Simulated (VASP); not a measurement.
A run of VASP 6.6.1 is set up as follows.

The input INCAR:

```
SYSTEM = SnTe
ALGO     = Normal         ! electronic algorithm
EDIFF    = 1E-6           ! SCF threshold, eV
ENCUT    = 520            ! plane-wave cutoff, eV
GGA      = PE             ! functional
ISIF     = 2              ! what is computed and relaxed
ISMEAR   = 0              ! smearing method
IVDW     = 13             ! dispersion correction
LASPH    = .TRUE.         ! aspherical terms in the spheres
LCHARG   = .FALSE.        ! write CHGCAR
LREAL    = .FALSE.        ! projectors in reciprocal space
LWAVE    = .FALSE.        ! write WAVECAR
NBANDS   = 17             ! bands
NELM     = 80             ! most SCF steps
PREC     = Accurate       ! precision mode
SIGMA    = 0.05           ! smearing width, eV
```

KPOINTS

```
k-points
0
G
  6 6 6
  0 0 0
```

POSCAR

```
SnTe
1.0
    0.0000000000      3.1731636166      3.1731636166
    3.1731636166      0.0000000000      3.1731636166
    3.1731636166      3.1731636166      0.0000000000
Sn Te
1 1
Direct
    0.5000000000      0.5000000000      0.5000000000
    0.0000000000      0.0000000000      0.0000000000
```

Potentials or basis: VASP PAW PBE potentials, release 64 (Sn_d, Te).

Command:

```sh
$ cat potpaw_PBE.64/Sn_d/POTCAR potpaw_PBE.64/Te/POTCAR > POTCAR
$ mpirun -np 1 vasp_std > vasp.out
```

Problem. Estimate the pressure.

Solution. -0.9 GPa.

Problem. Estimate the band gap on the k mesh.

Solution. 0.03 eV, direct.

Problem. Predict the dispersion energy per atom.

Solution. -0.431 eV.

Caveat: spin-orbit coupling is left out, which moves the levels of the heavy elements. A k mesh can miss the band edges.
